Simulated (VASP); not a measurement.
# Ir (Fm-3m) in VASP: single point with PBE0

Aim: the single point of Ir with PBE0.

All numbers are computed with VASP 6.6.1; they aren't measurements. Logs are shortened: lines on timing, memory, paths and dates and some standing lists are left out, and cuts for length are marked.

## Step 1: The cell of the first run

The structure is cubic, space group Fm-3m (No. 225). Conventional cell: a = 3.870 Å, b = 3.870 Å, c = 3.870 Å, α = 90.00°, β = 90.00°, γ = 90.00°. Within 3.6 Å of Ir (site symmetry m-3m) lie 12 Ir at 2.74 Å.

## Step 2: Single point, PBE0

POSCAR

```
Ir
1.0
    0.0000000000      1.9350000000      1.9350000000
    1.9350000000      0.0000000000      1.9350000000
    1.9350000000      1.9350000000      0.0000000000
Ir
1
Direct
    0.0000000000      0.0000000000      0.0000000000
```

INCAR.step1

```
PREC = Accurate
ENCUT = 400
EDIFF = 1E-5
ISMEAR = -1
SIGMA = 0.5
LREAL = False
LASPH = True
NELM = 120
ALGO = Normal
ISIF = 2
LWAVE = True
LCHARG = False
NBANDS = 10
GGA = PE
GGA_COMPAT = False
```

INCAR.step2

```
PREC = Accurate
ENCUT = 400
EDIFF = 1E-6
ISMEAR = -1
SIGMA = 0.5
LREAL = False
LASPH = True
NELM = 120
ALGO = Normal
ISIF = 2
LWAVE = False
LCHARG = False
GGA = PE
LHFCALC = True
AEXX = 0.25
PRECFOCK = Normal
NBANDS = 10
ISTART = 1
GGA_COMPAT = False
```

KPOINTS

```
Automatic mesh
0
Gamma
  2 2 2
```

Potentials or basis: VASP PAW PBE potentials, release 64 (Ir).

Command:

```bash
$ cat potpaw_PBE.64/Ir/POTCAR > POTCAR
$ cp INCAR.step1 INCAR
$ mpirun -np 1 vasp_std > vasp.out
$ cp INCAR.step2 INCAR
$ mpirun -np 1 vasp_std > vasp.out
```

OUTCAR:

```text
PREC = Accurate
   ENCUT = 400
   EDIFF = 1E-6
   ISMEAR = -1
   LREAL = False
   LASPH = True
   NELM = 120
   ISIF = 2
   GGA = PE
   LHFCALC = True
   AEXX = 0.25
   PRECFOCK = Normal
   ISTART = 1

 ion  position               nearest neighbor table
   1  0.000  0.000  0.000-

  LATTYP: Found a face centered cubic cell.
 ALAT       =     3.8700000000

  Lattice vectors:

 A1 = (   0.0000000000,   1.9350000000,   1.9350000000)
 A2 = (   1.9350000000,   0.0000000000,   1.9350000000)
 A3 = (   1.9350000000,   1.9350000000,   0.0000000000)

Analysis of symmetry for initial positions (statically):
=====================================================================
 Subroutine PRICEL returns:
 Original cell was already a primitive cell.

 Routine SETGRP: Setting up the symmetry group for a
 face centered cubic supercell.

 Subroutine GETGRP returns: Found 48 space group operations
 (whereof 48 operations were pure point group operations)
 out of a pool of 48 trial point group operations.

The static configuration has the point symmetry O_h .

Analysis of symmetry for dynamics (positions and initial velocities):
=====================================================================
 Subroutine PRICEL returns:
 Original cell was already a primitive cell.

 Routine SETGRP: Setting up the symmetry group for a
 face centered cubic supercell.

 Subroutine GETGRP returns: Found 48 space group operations
 (whereof 48 operations were pure point group operations)
 out of a pool of 48 trial point group operations.

The dynamic configuration has the point symmetry O_h .

 Subroutine INISYM returns: Found 48 space group operations
 (whereof 48 operations are pure point group operations),
 and found     1 'primitive' translations

----------------------------------------------------------------------------------------

                                     Primitive cell

  volume of cell :      14.4902

  direct lattice vectors                    reciprocal lattice vectors
     0.000000000  1.935000000  1.935000000    -0.258397933  0.258397933  0.258397933
     1.935000000  0.000000000  1.935000000     0.258397933 -0.258397933  0.258397933
     1.935000000  1.935000000  0.000000000     0.258397933  0.258397933 -0.258397933

  length of vectors
     2.736503243  2.736503243  2.736503243     0.447558348  0.447558348  0.447558348

  position of ions in fractional coordinates (direct lattice)
     0.000000000  0.000000000  0.000000000

  ion indices of the primitive-cell ions
   primitive index   ion index
                 1           1

----------------------------------------------------------------------------------------

 KPOINTS: Automatic mesh

Automatic generation of k-mesh.
 Grid dimensions read from file:
 generate k-points for:    2    2    2

 Generating k-lattice:

  Cartesian coordinates                     Fractional coordinates (reciprocal lattice)
    -0.129198966  0.129198966  0.129198966     0.500000000  0.000000000  0.000000000
     0.129198966 -0.129198966  0.129198966     0.000000000  0.500000000  0.000000000
     0.129198966  0.129198966 -0.129198966     0.000000000  0.000000000  0.500000000

  Length of vectors
     0.223779174  0.223779174  0.223779174

  Shift w.r.t. Gamma in fractional coordinates (k-lattice)
     0.000000000  0.000000000  0.000000000

 Subroutine IBZKPT returns following result:
 ===========================================

 Found      3 irreducible k-points:

 Following reciprocal coordinates:
            Coordinates               Weight
  0.000000  0.000000  0.000000      1.000000
  0.500000  0.000000  0.000000      4.000000
  0.500000  0.500000  0.000000      3.000000
   k-points           NKPTS =      3   k-points in BZ     NKDIM =      8   number of bands    NBANDS=     10
   number of dos      NEDOS =    301   number of ions     NIONS =      1
   total plane-waves  NPLWV =   5832
   dimension x,y,z NGX =    18 NGY =   18 NGZ =   18
   dimension x,y,z NGXF=    36 NGYF=   36 NGZF=   36
   ions per type =               1
   NGX,Y,Z   is equivalent  to a cutoff of  10.94, 10.94, 10.94 a.u.
   NGXF,Y,Z  is equivalent  to a cutoff of  21.87, 21.87, 21.87 a.u.
 SYSTEM =  unknown system
   PREC   = accura    normal or accurate (medium, high low for compatibility)
   ISTART =      1    job   : 0-new  1-cont  2-samecut
   ICHARG =      0    charge: 1-file 2-atom 10-const
   ISPIN  =      1    spin polarized calculation?
   LNONCOLLINEAR =      F non collinear calculations
   LSORBIT =      F    spin-orbit coupling
   LASPH  =      T    aspherical Exc in radial PAW
   ENCUT  =  400.0 eV  29.40 Ry    5.42 a.u.   4.46  4.46  4.46*2*pi/ulx,y,z
   NELM   =    120;   NELMIN=  2; NELMDL=  0     # of ELM steps
   EDIFF  = 0.1E-05   stopping-criterion for ELM
   LREAL  =      F    real-space projection
   EDIFFG = 0.1E-04   stopping-criterion for IOM
   NSW    =      0    number of steps for IOM
   IBRION =     -1    ionic relax: 0-MD 1-quasi-New 2-CG
   NFREE  =      0    steps in history (QN), initial steepest desc. (CG)
   ISIF   =      2    stress and relaxation
   ISYM   =      3    0-nonsym 1-usesym 2-fastsym
   POTIM  = 0.5000    time-step for ionic-motion
   TEBEG  =    0.0;   TEEND  =   0.0 temperature during run
   PSTRESS=    0.0 pullay stress
   NELECT =       9.0000    total number of electrons
   NUPDOWN=      -1.0000    fix difference up-down
   EMIN   =  10.00;   EMAX   =-10.00  energy-range for DOS
   EFERMI =   0.00;   METHOD = LEGACY
   ISMEAR =    -1;   SIGMA  =   0.50  broadening in eV -4-tet -1-fermi 0-gaus
   EFERMI_NEDOS =   21; number of points for ismear=-14 and -15
   IALGO  =     38    algorithm
   IMIX   =      1    mixing-type and parameters
     AMIX     =   0.40;   BMIX     =  1.00
     AMIX_MAG =   1.60;   BMIX_MAG =  1.00
  volume/ion in A,a.u.               =      14.49        97.78
  Fermi-wavevector in a.u.,A,eV,Ry     =   1.396791  2.639552 26.545300  1.951025
  Thomas-Fermi vector in A             =   2.520110
   LORBIT       =      0    0 simple, 1 ext, 2 COOP (PROOUT), +10 PAW based schemes
   GGA     = PE    functional components
   LHFCALC =     T    Hartree Fock is set to
   PRECFOCK=normal    Normal, Fast or Accurate (Low or Medium for compatibility)
   ENCUT4O =  -1.0   cutoff for four orbital integrals eV
   NKREDX  =     1    reduce k-point grid by
   NKREDY  =     1    reduce k-point grid by
   NKREDZ  =     1    reduce k-point grid by
   AEXX    =    0.2500 exact exchange contribution
   HFSCREEN=    0.0000 screening length (either q_TF or 0.3 A-1)
   HFSCREENC=   0.0000 screening length for correlation (either q_TF or 0.3 A-1)
   ENCUTFOCK=  -1.0 apply spherical cutoff to Coloumb kernel
   IVDW    =     0    specifies the selected vdW correction
   LEPSILON=     F    determine dielectric tensor
   LRPA    =     F    only Hartree local field effects (RPA)
 non-spin polarized calculation
  energy-cutoff  :      400.00
  volume of cell :       14.49
 maximum number of plane-waves:       266
 NGX is ok and might be reduce to    18
  NGX = 14; NGY = 14; NGZ = 14

 number of electron       8.9999998 magnetization

 Free energy of the ion-electron system (eV)
  ---------------------------------------------------
  ext. energy  EPLUGINS =         0.00000000
  ---------------------------------------------------
  free energy    TOTEN  =        -7.52954032 eV

  energy without entropy =       -6.52631182  energy(sigma->0) =       -7.02792607

 E-fermi :  10.8373     XC(G=0): -10.8168

 val. band max:       10.6021361207   @ k =   0.5000   0.0000   0.0000
 cond. band min:      12.2744397284   @ k =   0.5000   0.5000   0.0000
 fundamental gap:      1.6723036077
 Fermi energy:        10.8373493257

 k-point     1 :       0.0000    0.0000    0.0000
  band No.  band energies     occupation
      1      -2.7413      2.00000
      2       4.9655      1.99998
      3       4.9655      1.99998
      4       4.9656      1.99998
      5       7.4022      1.99793
      6       7.4023      1.99793
      7      25.4445      0.00000
      8      31.3960      0.00000
      9      31.3960      0.00000
     10      31.3960      0.00000

 k-point     2 :       0.5000    0.0000    0.0000
  band No.  band energies     occupation
      1       0.6126      2.00000
      2       4.7092      1.99999
      3       4.7092      1.99999
      4       8.0252      1.99281
      5      10.6020      1.23113
      6      10.6021      1.23097
      7      18.5490      0.00000
      8      25.1266      0.00000
      9      31.1217      0.00000
     10      31.1217      0.00000

 k-point     3 :       0.5000    0.5000    0.0000
  band No.  band energies     occupation
      1       0.5747      2.00000
      2       1.3751      2.00000
      3       9.7390      1.79991
      4      12.2744      0.10689
      5      12.4437      0.07738
      6      12.4437      0.07737
      7      21.7041      0.00000
      8      22.8488      0.00000
      9      22.8488      0.00000
     10      32.5495      0.00000

------------------------ aborting loop because EDIFF is reached ----------------------------------------

  FORCE on cell =-STRESS in cart. coord.  units (eV):
  Direction    XX          YY          ZZ          XY          YZ          ZX
  --------------------------------------------------------------------------------------
  -------------------------------------------------------------------------------------
  Total        5.5237589      5.5237589      5.5237589      0.0000000     -0.0000000      0.0000000
  in kB      610.7625420    610.7625420    610.7625420      0.0000000     -0.0000000      0.0000000
  external PRESSURE =     610.7625420 kB  Pullay stress =       0.0000000 kB

 VOLUME and BASIS-vectors are now :
 -----------------------------------------------------------------------------
  energy-cutoff  :      400.00
  volume of cell :       14.49
      direct lattice vectors                 reciprocal lattice vectors
     0.000000000  1.935000000  1.935000000    -0.258397933  0.258397933  0.258397933
     1.935000000  0.000000000  1.935000000     0.258397933 -0.258397933  0.258397933
     1.935000000  1.935000000  0.000000000     0.258397933  0.258397933 -0.258397933

 POSITION                                       TOTAL-FORCE (eV/Angst)
 -----------------------------------------------------------------------------------
      0.00000      0.00000      0.00000         0.000000      0.000000      0.000000
 -----------------------------------------------------------------------------------
    total drift:                                0.000000     -0.000000     -0.000000

  FREE ENERGIE OF THE ION-ELECTRON SYSTEM (eV)
  ---------------------------------------------------
  free  energy   TOTEN  =        -7.5295403231 eV

  energy  without entropy=       -6.5263118174  energy(sigma->0) =       -7.02792607
```

Wall time 8 s (1 thread of Intel Xeon Platinum 8259CL at 2.50GHz (Skylake/Cascade Lake), shared host); peak memory 0.12 GiB.

What came out:

| Item | Value |
| --- | --- |
| Free energy | -7.5295 eV |
| Pressure | 61.1 GPa |

Caveat: the k points lie up to 1.41 Å⁻¹ apart; the PAW data sets were made with another functional, which shifts forces and pressure a little; spin-orbit coupling is left out, which moves the levels of the heavy elements.
